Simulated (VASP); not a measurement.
Write the native input for VASP 6.6.1 that does the following.

```yaml
Task: single point
Functional: PBE
Potentials_or_basis: VASP PAW PBE potentials, release 64 (Mg, H)
Cutoff: 520 eV
k_mesh: 12 × 12 × 8
Occupations: gaussian, width 0.1 eV
Spin: no spin polarisation
Dipole_correction: no
Further_INCAR_settings: ALGO = Normal; EDIFF = 1e-06; NBANDS = 11
```

The structure of MgH lies in POSCAR:

```
MgH
1.0
    3.3085303560      0.0000000000      0.0000000000
   -1.6542651780      2.8652713375      0.0000000000
    0.0000000000      0.0000000000      4.8361471937
Mg H
2 2
Direct
    0.3333333333      0.6666666667      0.2500000000
    0.6666666667      0.3333333333      0.7500000000
    0.0000000000      0.0000000000      0.0000000000
    0.0000000000      0.0000000000      0.5000000000
```

These files were run (other wordings do the same):

INCAR

```
SYSTEM = MgH
PREC = Accurate
ENCUT = 520
EDIFF = 1E-6
ISMEAR = 0
SIGMA = 0.1
LREAL = .False.
LASPH = .True.
NELM = 80
ALGO = Normal
ISIF = 2
LWAVE = .False.
LCHARG = .True.
GGA = PE
LELF = .True.
LVHAR = .True.
NBANDS = 11
```

KPOINTS

```
Automatic mesh
0
Gamma
  12 12 8
  0 0 0
```

Potentials or basis: VASP PAW PBE potentials, release 64 (Mg, H).

Run with:

```bash
$ cat potpaw_PBE.64/Mg/POTCAR potpaw_PBE.64/H/POTCAR > POTCAR
$ mpirun -np 1 vasp_std > vasp.out
```

Results of the run:

```
Pressure               : -0.3 GPa
Band gap on the k mesh : zero (band 3 reaches 7.61 eV, above the bottom of band 4 at 1.73 eV)
```

Wall time 19 s on 1 thread of Intel(R) Xeon(R) 6975P-C (Granite Rapids) (shared host), peak memory 0.2 GiB.
